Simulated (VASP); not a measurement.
Input of a VASP 6.6.1 run:

INCAR

```
SYSTEM = SnO2
ALGO = Normal
EDIFF = 1E-7
ENCUT = 520
GGA = CA
ISIF = 2
ISMEAR = 0
LASPH = .TRUE.
LCHARG = .FALSE.
LREAL = .FALSE.
LWAVE = .FALSE.
NBANDS = 64
NELM = 80
PREC = Accurate
SIGMA = 0.02
```

The input KPOINTS:

```
k-points
0
G
  6 6 6
  0 0 0
```

Contents of POSCAR:

```
SnO2
1.0
    4.6345651745      0.0000000000      0.0000000000
    0.0000000000      5.5469227253      0.0000000000
    0.0000000000      0.0000000000      5.0974760311
Sn O
4 8
Direct
    0.5000000000      0.6734034192      0.7500000000
    0.0000000000      0.8265965808      0.2500000000
    0.5000000000      0.3265965808      0.2500000000
    0.0000000000      0.1734034192      0.7500000000
    0.7356827263      0.5974694246      0.0737296815
    0.2356827263      0.9025305754      0.9262703185
    0.7643172737      0.9025305754      0.5737296815
    0.2643172737      0.5974694246      0.4262703185
    0.7356827263      0.4025305754      0.5737296815
    0.2356827263      0.0974694246      0.4262703185
    0.7643172737      0.0974694246      0.0737296815
    0.2643172737      0.4025305754      0.9262703185
```

Potentials or basis: VASP PAW LDA potentials, release 64 (Sn_d, O).

Command:

```sh
$ cat potpaw_LDA.64/Sn_d/POTCAR potpaw_LDA.64/O/POTCAR > POTCAR
$ mpirun -np 1 vasp_std > vasp.out
```

(1) What does it give for the largest force?

(2) Estimate the pressure.

(3) Estimate the band gap on the k mesh.

## Answers

(1) 0.023 eV/Å.

(2) 15.0 GPa.

(3) 2.17 eV.

Caveat: the cell stands under pressure; spin-orbit coupling is left out, which moves the levels of the heavy elements.
